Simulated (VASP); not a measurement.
# NaHf3NbBi3 (R-3m) in VASP: single point with PBE

Aim: the single point of NaHf3NbBi3 with PBE.

Everything below comes from runs of VASP 6.6.1. Logs are shortened: lines on timing, memory, paths and dates and some standing lists are left out, and cuts for length are marked.

### Step 1. The cell of the first run

It takes space group R-3m (No. 166, trigonal). The conventional cell has a = 6.765 Å, b = 6.765 Å, c = 14.442 Å, α = 90.00°, β = 90.00°, γ = 120.00°. Within 4.1 Å of Na (site symmetry -3m) lie 6 Bi at 3.10 Å and 6 Hf at 3.38 Å. Within 4.1 Å of Hf (site symmetry 2/m) lie 2 Nb at 3.10 Å and 4 Bi at 3.10 Å and 4 Hf at 3.38 Å and 2 Na at 3.38 Å. Within 4.1 Å of Nb (site symmetry -3m) lie 6 Hf at 3.10 Å and 6 Bi at 3.38 Å. Bi (site symmetry 2/m) has 2 Na at 3.10 Å and 4 Hf at 3.10 Å and 4 Bi at 3.38 Å and 2 Nb at 3.38 Å within 4.1 Å.

### Step 2. Single point, PBE

INCAR

```
SYSTEM = NaHf3NbBi3
PREC = Accurate
ENCUT = 520
EDIFF = 1E-7
ISMEAR = 0
SIGMA = 0.1
LREAL = .FALSE.
LASPH = .TRUE.
NELM = 60
ALGO = Fast
ISIF = 2
LWAVE = .FALSE.
LCHARG = .FALSE.
GGA = PE
NBANDS = 58
```

KPOINTS

```
regular mesh
0
G
  6 6 6
  0 0 0
```

POSCAR

```
NaHf3NbBi3
1.0
    3.3826502845      1.9529740523      4.8139169357
   -3.3826502845      1.9529740523      4.8139169357
    0.0000000000     -3.9059481046      4.8139169357
Na Hf Nb Bi
1 3 1 3
Direct
    0.0000000000      0.0000000000      0.0000000000
    0.5000000000      0.5000000000      0.0000000000
    0.0000000000      0.5000000000      0.5000000000
    0.5000000000      0.0000000000      0.5000000000
    0.5000000000      0.5000000000      0.5000000000
    0.0000000000      0.0000000000      0.5000000000
    0.5000000000      0.0000000000      0.0000000000
    0.0000000000      0.5000000000      0.0000000000
```

Potentials or basis: VASP PAW PBE potentials, release 64 (Na_pv, Hf_pv, Nb_sv, Bi_d).

The run is started by

```console
$ cat potpaw_PBE.64/Na_pv/POTCAR potpaw_PBE.64/Hf_pv/POTCAR potpaw_PBE.64/Nb_sv/POTCAR potpaw_PBE.64/Bi_d/POTCAR > POTCAR
$ mpirun -np 1 vasp_std > vasp.out
```

OUTCAR:

```text
SYSTEM = NaHf3NbBi3
   PREC = Accurate
   ENCUT = 520
   EDIFF = 1E-7
   ISMEAR = 0
   LREAL = .FALSE.
   LASPH = .TRUE.
   NELM = 60
   ISIF = 2
   GGA = PE

 ion  position               nearest neighbor table
   1  0.000  0.000  0.000-   6 3.10   6 3.10   8 3.10   7 3.10   8 3.10   7 3.10
   2  0.500  0.500  0.000-   5 3.10   5 3.10   8 3.10   7 3.10   7 3.10   8 3.10   4 3.38   4 3.38
                             3 3.38   3 3.38
   3  0.000  0.500  0.500-   8 3.10   8 3.10   5 3.10   6 3.10   6 3.10   5 3.10   2 3.38   2 3.38
                             4 3.38   4 3.38
   4  0.500  0.000  0.500-   7 3.10   7 3.10   5 3.10   6 3.10   5 3.10   6 3.10   2 3.38   2 3.38
                             3 3.38   3 3.38
   5  0.500  0.500  0.500-   2 3.10   2 3.10   4 3.10   3 3.10   4 3.10   3 3.10   7 3.38   7 3.38
                             8 3.38   8 3.38   6 3.38   6 3.38
   6  0.000  0.000  0.500-   1 3.10   1 3.10   4 3.10   3 3.10   3 3.10   4 3.10   7 3.38   8 3.38
                             8 3.38   7 3.38   5 3.38   5 3.38
   7  0.500  0.000  0.000-   4 3.10   4 3.10   1 3.10   2 3.10   2 3.10   1 3.10   5 3.38   5 3.38
                             6 3.38   6 3.38   8 3.38   8 3.38
   8  0.000  0.500  0.000-   3 3.10   3 3.10   1 3.10   2 3.10   1 3.10   2 3.10   5 3.38   6 3.38
                             6 3.38   5 3.38   7 3.38   7 3.38

  LATTYP: Found a trigonal (rhomboedric) cell.
 ALAT       =     6.1992117934
 COS(alpha) =     0.4045144210

  Lattice vectors:

 A1 = (   3.3826502845,   1.9529740523,   4.8139169357)
 A2 = (  -3.3826502845,   1.9529740523,   4.8139169357)
 A3 = (   0.0000000000,  -3.9059481046,   4.8139169357)

Analysis of symmetry for initial positions (statically):
=====================================================================
 Subroutine PRICEL returns:
 Original cell was already a primitive cell.

 Routine SETGRP: Setting up the symmetry group for a
 trigonal (rhombohedral) supercell.

 Subroutine GETGRP returns: Found 12 space group operations
 (whereof 12 operations were pure point group operations)
 out of a pool of 12 trial point group operations.

The static configuration has the point symmetry D_3d.

Analysis of symmetry for dynamics (positions and initial velocities):
=====================================================================
 Subroutine PRICEL returns:
 Original cell was already a primitive cell.

 Routine SETGRP: Setting up the symmetry group for a
 trigonal (rhombohedral) supercell.

 Subroutine GETGRP returns: Found 12 space group operations
 (whereof 12 operations were pure point group operations)
 out of a pool of 12 trial point group operations.

The dynamic configuration has the point symmetry D_3d.

 Subroutine INISYM returns: Found 12 space group operations
 (whereof 12 operations are pure point group operations),
 and found     1 'primitive' translations

----------------------------------------------------------------------------------------

                                     Primitive cell

  volume of cell :     190.8110

  direct lattice vectors                    reciprocal lattice vectors
     3.382650284  1.952974052  4.813916936     0.147813093  0.085339929  0.069243682
    -3.382650284  1.952974052  4.813916936    -0.147813093  0.085339929  0.069243682
     0.000000000 -3.905948105  4.813916936     0.000000000 -0.170679858  0.069243682

  length of vectors
     6.199211793  6.199211793  6.199211793     0.184190937  0.184190937  0.184190937

  position of ions in fractional coordinates (direct lattice)
     0.000000000  0.000000000  0.000000000
     0.500000000  0.500000000  0.000000000
     0.000000000  0.500000000  0.500000000
     0.500000000  0.000000000  0.500000000
     0.500000000  0.500000000  0.500000000
     0.000000000  0.000000000  0.500000000
     0.500000000  0.000000000  0.000000000
     0.000000000  0.500000000  0.000000000

  ion indices of the primitive-cell ions
   primitive index   ion index
                 1           1
                 2           2
                 3           3
                 4           4
                 5           5
                 6           6
                 7           7
                 8           8

----------------------------------------------------------------------------------------

 KPOINTS: regular mesh

Automatic generation of k-mesh.
 Grid dimensions read from file:
 generate k-points for:    6    6    6

 Generating k-lattice:

  Cartesian coordinates                     Fractional coordinates (reciprocal lattice)
     0.024635515  0.014223321  0.011540614     0.166666667  0.000000000 -0.000000000
    -0.024635515  0.014223321  0.011540614     0.000000000  0.166666667 -0.000000000
     0.000000000 -0.028446643  0.011540614    -0.000000000 -0.000000000  0.166666667

  Length of vectors
     0.030698490  0.030698490  0.030698490

  Shift w.r.t. Gamma in fractional coordinates (k-lattice)
     0.000000000  0.000000000  0.000000000

 Subroutine IBZKPT returns following result:
 ===========================================

 Found     32 irreducible k-points:

 Following reciprocal coordinates:
            Coordinates               Weight
  0.000000  0.000000  0.000000      1.000000
  0.166667 -0.000000  0.000000      6.000000
  0.333333  0.000000  0.000000      6.000000
  0.500000  0.000000  0.000000      3.000000
  0.166667  0.166667  0.000000      6.000000
  0.333333  0.166667 -0.000000     12.000000
[... 16 lines left out ...]
  0.500000  0.500000  0.166667      6.000000
 -0.333333  0.500000  0.166667     12.000000
 [... further k-points ...]
   k-points           NKPTS =     32   k-points in BZ     NKDIM =     32   number of bands    NBANDS=     58
   number of dos      NEDOS =    301   number of ions     NIONS =      8
   total plane-waves  NPLWV = 110592
   dimension x,y,z NGX =    48 NGY =   48 NGZ =   48
   dimension x,y,z NGXF=    96 NGYF=   96 NGZF=   96
   ions per type =               1   3   1   3
   NGX,Y,Z   is equivalent  to a cutoff of  12.87, 12.87, 12.87 a.u.
   NGXF,Y,Z  is equivalent  to a cutoff of  25.74, 25.74, 25.74 a.u.
 SYSTEM =  NaHf3NbBi3
   PREC   = accura    normal or accurate (medium, high low for compatibility)
   ISTART =      0    job   : 0-new  1-cont  2-samecut
   ICHARG =      2    charge: 1-file 2-atom 10-const
   ISPIN  =      1    spin polarized calculation?
   LNONCOLLINEAR =      F non collinear calculations
   LSORBIT =      F    spin-orbit coupling
   LASPH  =      T    aspherical Exc in radial PAW
   ENCUT  =  520.0 eV  38.22 Ry    6.18 a.u.  11.53 11.53 11.53*2*pi/ulx,y,z
   NELM   =     60;   NELMIN=  2; NELMDL= -5     # of ELM steps
   EDIFF  = 0.1E-06   stopping-criterion for ELM
   LREAL  =      F    real-space projection
   EDIFFG = 0.1E-05   stopping-criterion for IOM
   NSW    =      0    number of steps for IOM
   IBRION =     -1    ionic relax: 0-MD 1-quasi-New 2-CG
   NFREE  =      0    steps in history (QN), initial steepest desc. (CG)
   ISIF   =      2    stress and relaxation
   ISYM   =      2    0-nonsym 1-usesym 2-fastsym
   POTIM  = 0.5000    time-step for ionic-motion
   TEBEG  =    0.0;   TEEND  =   0.0 temperature during run
   PSTRESS=    0.0 pullay stress
   NELECT =      95.0000    total number of electrons
   NUPDOWN=      -1.0000    fix difference up-down
   EMIN   =  10.00;   EMAX   =-10.00  energy-range for DOS
   EFERMI =   0.00;   METHOD = LEGACY
   ISMEAR =     0;   SIGMA  =   0.10  broadening in eV -4-tet -1-fermi 0-gaus
   EFERMI_NEDOS =   21; number of points for ismear=-14 and -15
   IALGO  =     68    algorithm
   IMIX   =      4    mixing-type and parameters
     AMIX     =   0.40;   BMIX     =  1.00
     AMIX_MAG =   1.60;   BMIX_MAG =  1.00
  volume/ion in A,a.u.               =      23.85       160.96
  Fermi-wavevector in a.u.,A,eV,Ry     =   1.297522  2.451962 22.906287  1.683565
  Thomas-Fermi vector in A             =   2.428910
   LORBIT       =      0    0 simple, 1 ext, 2 COOP (PROOUT), +10 PAW based schemes
   GGA     = PE    functional components
   LHFCALC =     F    Hartree Fock is set to
   AEXX    =    0.0000 exact exchange contribution
   IVDW    =     0    specifies the selected vdW correction
   LEPSILON=     F    determine dielectric tensor
   LRPA    =     F    only Hartree local field effects (RPA)
 non-spin polarized calculation
 RMM-DIIS sequential band-by-band and
 Gauss-broadening in eV      SIGMA  =   0.10
  energy-cutoff  :      520.00
  volume of cell :      190.81
 maximum number of plane-waves:      5177
 NGX is ok and might be reduce to    48
   NGX = 23   NGY = 23   NGZ = 23

 number of electron      95.0000011 magnetization

 Free energy of the ion-electron system (eV)
  ---------------------------------------------------
  ext. energy  EPLUGINS =         0.00000000
  ---------------------------------------------------
  free energy    TOTEN  =       -51.59543101 eV

  energy without entropy =      -51.56140571  energy(sigma->0) =      -51.57841836

 E-fermi :   7.3116     XC(G=0): -10.8646

 val. band max:        7.3076917347   @ k =  -0.3333   0.5000   0.1667
 cond. band min:       7.3122815665   @ k =   0.3333   0.1667  -0.0000
 fundamental gap:      0.0045898318
 Fermi energy:         7.3116410714

 k-point     1 :       0.0000    0.0000    0.0000
  band No.  band energies     occupation
      1     -47.6742      2.00000
      2     -24.0089      2.00000
      3     -24.0014      2.00000
      4     -24.0014      2.00000
      5     -23.9543      2.00000
      6     -23.9543      2.00000
[... 50 lines left out ...]
     57       9.9097      0.00000
     58      10.1902      0.00000

 k-point     2 :       0.1667   -0.0000    0.0000
  band No.  band energies     occupation
      1     -47.6743      2.00000
      2     -24.0057      2.00000
      3     -24.0014      2.00000
      4     -23.9900      2.00000
      5     -23.9530      2.00000
      6     -23.9454      2.00000
[... 50 lines left out ...]
     57       9.5986      0.00000
     58      10.0889      0.00000
[... 1279 lines left out ...]
     57       9.4584      0.00000
     58      10.0053      0.00000

 k-point    24 :      -0.3333    0.5000    0.1667
  band No.  band energies     occupation
      1     -47.6743      2.00000
      2     -23.9949      2.00000
      3     -23.9767      2.00000
      4     -23.9395      2.00000
      5     -23.9234      2.00000
      6     -23.8928      2.00000
[... 50 lines left out ...]
     57       9.5199      0.00000
     58       9.8688      0.00000

 [... further k-points ...]

------------------------ aborting loop because EDIFF is reached ----------------------------------------

  FORCE on cell =-STRESS in cart. coord.  units (eV):
  Direction    XX          YY          ZZ          XY          YZ          ZX
  --------------------------------------------------------------------------------------
  -------------------------------------------------------------------------------------
  Total       -0.2551123     -0.2551123     -0.3838037      0.0000000     -0.0000000      0.0000000
  in kB       -2.1420945     -2.1420945     -3.2226738      0.0000000     -0.0000000      0.0000000
  external PRESSURE =      -2.5022876 kB  Pullay stress =       0.0000000 kB

 VOLUME and BASIS-vectors are now :
 -----------------------------------------------------------------------------
  energy-cutoff  :      520.00
  volume of cell :      190.81
      direct lattice vectors                 reciprocal lattice vectors
     3.382650284  1.952974052  4.813916936     0.147813093  0.085339929  0.069243682
    -3.382650284  1.952974052  4.813916936    -0.147813093  0.085339929  0.069243682
     0.000000000 -3.905948105  4.813916936     0.000000000 -0.170679858  0.069243682

 POSITION                                       TOTAL-FORCE (eV/Angst)
 -----------------------------------------------------------------------------------
      0.00000      0.00000      0.00000         0.000000     -0.000000     -0.000000
      0.00000      1.95297      4.81392         0.000000     -0.000000     -0.000000
     -1.69133     -0.97649      4.81392         0.000000     -0.000000     -0.000000
      1.69133     -0.97649      4.81392         0.000000     -0.000000      0.000000
      0.00000      0.00000      7.22088         0.000000     -0.000000     -0.000000
      0.00000     -1.95297      2.40696        -0.000000      0.000000     -0.000000
      1.69133      0.97649      2.40696         0.000000      0.000000     -0.000000
     -1.69133      0.97649      2.40696        -0.000000     -0.000000      0.000000
 -----------------------------------------------------------------------------------
    total drift:                               -0.000000     -0.000000      0.000000

  FREE ENERGIE OF THE ION-ELECTRON SYSTEM (eV)
  ---------------------------------------------------
  free  energy   TOTEN  =       -51.5954310055 eV

  energy  without entropy=      -51.5614057055  energy(sigma->0) =      -51.57841836
```

Wall time 67 min (1 thread of AMD EPYC, shared host); peak memory 0.51 GiB.

Results:

| Quantity | Value |
| --- | --- |
| Free energy | -51.5954 eV |
| Pressure | -0.3 GPa |
| Band gap on the k mesh | zero (an odd number of electrons rules out a gap without spin polarisation) |

Caveat: spin-orbit coupling is left out, which moves the levels of the heavy elements.
